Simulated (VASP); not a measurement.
# Pt (P6_3/mmc) in VASP: notebook, part 2 of 2

VASP 6.6.1. Earlier steps stand in the parts before.

### Step 4. Relaxation of shape and atoms at fixed volume, LDA

This run uses another cell than the first one, of 10.10 Å³/atom, 0.895 times its volume.

INCAR

```
SYSTEM = Pt
  PREC = Accurate
  ENCUT = 600
  EDIFF = 1E-7
  ISMEAR = -1
  SIGMA = 0.08
  LREAL = .FALSE.
  LASPH = .TRUE.
  NELM = 60
  ALGO = Normal
  ISIF = 4
  LWAVE = .FALSE.
  LCHARG = .FALSE.
  GGA = CA
  IBRION = 2
  NSW = 50
  EDIFFG = -0.005
```

KPOINTS

```
regular mesh
0
G
  16 16 9
  0 0 0
```

POSCAR

```
Pt
1.0
    2.3867311979      0.0000000000      0.0000000000
   -1.1933655989      2.0669698494      0.0000000000
    0.0000000000      0.0000000000      4.0964924340
Pt
2
Direct
    0.3333333333      0.6666666667      0.2500000000
    0.6666666667      0.3333333333      0.7500000000
```

Potentials or basis: VASP PAW LDA potentials, release 64 (Pt).

On the command line:

```sh
$ cat potpaw_LDA.64/Pt/POTCAR > POTCAR
$ mpirun -np 1 vasp_std > vasp.out
```

OUTCAR:

```text
SYSTEM = Pt
   PREC = Accurate
   ENCUT = 600
   EDIFF = 1E-7
   ISMEAR = -1
   LREAL = .FALSE.
   LASPH = .TRUE.
   NELM = 60
   ISIF = 4
   GGA = CA
   IBRION = 2
   NSW = 50
   EDIFFG = -0.005

 ion  position               nearest neighbor table
   1  0.333  0.667  0.250-   2 2.47   2 2.47   2 2.47   2 2.47   2 2.47   2 2.47   2 3.43   2 3.43
                             2 3.43   2 3.43   2 3.43   2 3.43
   2  0.667  0.333  0.750-   1 2.47   1 2.47   1 2.47   1 2.47   1 2.47   1 2.47   1 3.43   1 3.43
                             1 3.43   1 3.43   1 3.43   1 3.43

  LATTYP: Found a hexagonal cell.
 ALAT       =     2.3867311979
 C/A-ratio  =     1.7163610371

  Lattice vectors:

 A1 = (   2.3867311979,   0.0000000000,   0.0000000000)
 A2 = (  -1.1933655989,   2.0669698494,   0.0000000000)
 A3 = (   0.0000000000,   0.0000000000,   4.0964924340)

Analysis of symmetry for initial positions (statically):
=====================================================================
 Subroutine PRICEL returns:
 Original cell was already a primitive cell.

 Routine SETGRP: Setting up the symmetry group for a
 hexagonal supercell.

 Subroutine GETGRP returns: Found 24 space group operations
 (whereof 12 operations were pure point group operations)
 out of a pool of 24 trial point group operations.
[... 175 lines left out ...]
  in kB     3291.0054713   3291.0054713   3000.5852268      0.0000001      0.0000000     -0.0000000
  external PRESSURE =    3194.1987231 kB  Pullay stress =       0.0000000 kB
[... 167 lines left out ...]
--------------------------------------- Ionic step        6  -------------------------------------------

 number of electron      20.0000000 magnetization

 Free energy of the ion-electron system (eV)
  ---------------------------------------------------
  ext. energy  EPLUGINS =         0.00000000
  ---------------------------------------------------
  free energy    TOTEN  =        -8.46528061 eV

  energy without entropy =       -8.42498399  energy(sigma->0) =       -8.44513230

 E-fermi :  20.8648     XC(G=0): -16.1019

 val. band max:       20.8597423982   @ k =   0.4375   0.0625   0.4444
 cond. band min:      20.8668536845   @ k =   0.3125   0.1250   0.2222
 fundamental gap:      0.0071112863
 Fermi energy:        20.8647615402

 k-point     1 :       0.0000    0.0000    0.0000
  band No.  band energies     occupation
      1       5.3866      2.00000
      2       8.0703      2.00000
      3      13.2444      2.00000
      4      13.8316      2.00000
      5      13.8316      2.00000
      6      14.7426      2.00000
      7      14.7426      2.00000
      8      16.5903      2.00000
      9      16.5903      2.00000
     10      18.5178      2.00000
     11      20.2483      1.99910
     12      20.2483      1.99910
     13      29.8499      0.00000
     14      33.6009      0.00000
[... 377 lines left out ...]
      1      10.3047      2.00000
      2      10.3073      2.00000
      3      10.6071      2.00000
      4      11.9726      2.00000
      5      13.1612      2.00000
      6      14.3853      2.00000
      7      15.0402      2.00000
      8      17.0551      2.00000
      9      20.2180      1.99938
     10      20.4014      1.99391
     11      22.4859      0.00000
     12      29.6948      0.00000
     13      32.1512      0.00000
     14      33.1563      0.00000

 [... further k-points ...]
[... 5 lines left out ...]
  --------------------------------------------------------------------------------------
  -------------------------------------------------------------------------------------
  Total       40.1705272     40.1705272     40.1684024      0.0000000      0.0000000      0.0000000
  in kB     3184.6983652   3184.6983653   3184.5299117      0.0000002      0.0000000      0.0000000
  external PRESSURE =    3184.6422141 kB  Pullay stress =       0.0000000 kB
[... 17 lines left out ...]
  FREE ENERGIE OF THE ION-ELECTRON SYSTEM (eV)
  ---------------------------------------------------
  free  energy   TOTEN  =        -8.4652806111 eV

  energy  without entropy=       -8.4249839929  energy(sigma->0) =       -8.44513230

 reached required accuracy - stopping structural energy minimisation
```

OSZICAR:

```text
N       E                     dE             d eps       ncg     rms          rms(c)
DAV:   1     0.133755091069E+03    0.13376E+03   -0.12465E+04  4208   0.164E+03
DAV:   2    -0.709377836862E+01   -0.14085E+03   -0.13575E+03  4530   0.337E+02
DAV:   3    -0.931806214136E+01   -0.22243E+01   -0.22110E+01  5226   0.446E+01
[... 42 lines left out ...]
       N       E                     dE             d eps       ncg     rms          rms(c)
DAV:   1    -0.846529156201E+01   -0.18930E-04   -0.77968E-04  4458   0.233E-01    0.208E-02
DAV:   2    -0.846528319064E+01    0.83714E-05   -0.75737E-06  5106   0.287E-02    0.881E-03
DAV:   3    -0.846528064000E+01    0.25506E-05   -0.40189E-06  4992   0.181E-02    0.427E-03
DAV:   4    -0.846528061114E+01    0.28857E-07   -0.15578E-07  3702   0.356E-03
   6 F= -.84652806E+01 E0= -.84451323E+01  d E =-.184622E-05
```

Wall time 60 s (1 thread of Intel Xeon 6975P-C (Granite Rapids), shared host); peak memory 0.17 GiB.

What came out:

```
Free energy               : -8.4653 eV
Energy gained by relaxing : 13.4 meV/atom
Ionic steps               : 6
Pressure after relaxing   : 318.5 GPa
Band gap on the k mesh    : zero (band 10 reaches 21.86 eV, above the bottom of band 11 at 19.26 eV)
```

The path:
```tsv
step	energy change (eV)	largest force (eV/Å)	pressure (GPa)	volume (Å³)
1	0.0000	0.0000	319.42	20.21
2	0.1607	0.0000	321.43	20.21
3	-0.0268	0.0000	318.47	20.21
4	-0.0269	0.0000	318.46	20.21
5	-0.0269	0.0000	318.47	20.21
6	-0.0269	0.0000	318.46	20.21
```

Final structure:
```
Pt
1.0
     2.40471    0.00000    0.00000
    -1.20236    2.08254    0.00000
     0.00000    0.00000    4.03545
Pt
2
Direct
  0.33333 0.66667 0.25000
  0.66667 0.33333 0.75000
```

Caveat: spin-orbit coupling is left out, which moves the levels of the heavy elements.

### Step 5. Relaxation of shape and atoms at fixed volume, LDA

INCAR

```
SYSTEM = Pt
ALGO = Normal
EDIFF = 1E-6
EDIFFG = -0.005
ENCUT = 600
GGA = CA
IBRION = 2
ISIF = 4
ISMEAR = -1
LASPH = .True.
LCHARG = .False.
LREAL = .False.
LWAVE = .False.
NELM = 100
NSW = 50
PREC = Accurate
SIGMA = 0.08
```

KPOINTS

```
k-points
0
Gamma
  16 16 9
  0 0 0
```

POSCAR

```
Pt
1.0
    2.4768805900      0.0000000000      0.0000000000
   -1.2384402950      2.1450415131      0.0000000000
    0.0000000000      0.0000000000      4.2512213382
Pt
2
Direct
    0.3333333333      0.6666666667      0.2500000000
    0.6666666667      0.3333333333      0.7500000000
```

On the command line:

```sh
$ cat potpaw_LDA.64/Pt/POTCAR > POTCAR
$ mpirun -np 1 vasp_std > vasp.out
```

Run time: 42 s. Hardware: 1 thread of Intel Xeon 6975P-C (Granite Rapids), shared host; peak memory 0.17 GiB.

Results (log left out):

```yaml
Free_energy: -12.0061 eV
Energy_gained_by_relaxing: 7.5 meV/atom
Ionic_steps: 4
Pressure_after_relaxing: 171.6 GPa
Band_gap_on_the_k_mesh: zero (band 10 reaches 18.55 eV, above the bottom of band 11 at 16.41 eV)
```

Stress tensor (GPa, compression positive):
```
171.60   0.00   0.00
  0.00 171.60   0.00
  0.00   0.00 171.70
```

Step by step:
| step | energy change (eV) | largest force (eV/Å) | pressure (GPa) | volume (Å³) |
| --- | --- | --- | --- | --- |
| 1 | 0.0000 | 0.0000 | 172.27 | 22.59 |
| 2 | 0.0316 | 0.0000 | 172.05 | 22.59 |
| 3 | -0.0149 | 0.0000 | 171.64 | 22.59 |
| 4 | -0.0149 | 0.0000 | 171.63 | 22.59 |

Final structure:
```
Pt
1.0
     2.49323    0.00000    0.00000
    -1.24662    2.15920    0.00000
     0.00000    0.00000    4.19565
Pt
2
Direct
  0.33333 0.66667 0.25000
  0.66667 0.33333 0.75000
```

Levels at points of the mesh, in eV from the Fermi level:
```tsv
k point	band 8	band 9	band 10	band 11	band 12	band 13
(0.00, 0.00, 0.00)	-3.53	-3.53	-1.97	-0.47	-0.47	7.83
(0.50, 0.00, 0.00)	0.25	0.35	0.80	3.13	5.04	9.23
```

Caveat: spin-orbit coupling is left out, which moves the levels of the heavy elements.

### Step 6. Summary

```csv
task,cell,cutoff (eV),gap on the mesh (eV),pressure (GPa)
single point,"a = 2.493, b = 2.493, c = 4.198 Å, angles 90.0, 90.0, 120.0°, 2 atoms",520,none,171.5
relaxation of shape and atoms at fixed volume,"relaxed from a = 2.289, b = 2.289, c = 3.929 Å, angles 90.0, 90.0, 120.0°, 2 atoms",600,none,572.3
relaxation of shape and atoms at fixed volume,"relaxed from a = 2.387, b = 2.387, c = 4.096 Å, angles 90.0, 90.0, 120.0°, 2 atoms",600,none,318.5
relaxation of shape and atoms at fixed volume,"relaxed from a = 2.477, b = 2.477, c = 4.251 Å, angles 90.0, 90.0, 120.0°, 2 atoms",600,none,171.6
```

Alike in all rows: level LDA; potentials or basis VASP PAW LDA potentials, release 64 (Pt); no spin polarisation; k mesh 16 × 16 × 9; smearing fermi-dirac 0.08 eV.

Caveats: spin-orbit coupling is left out, which moves the levels of the heavy elements.

Absolute energies hang on the potentials; compare differences alone.
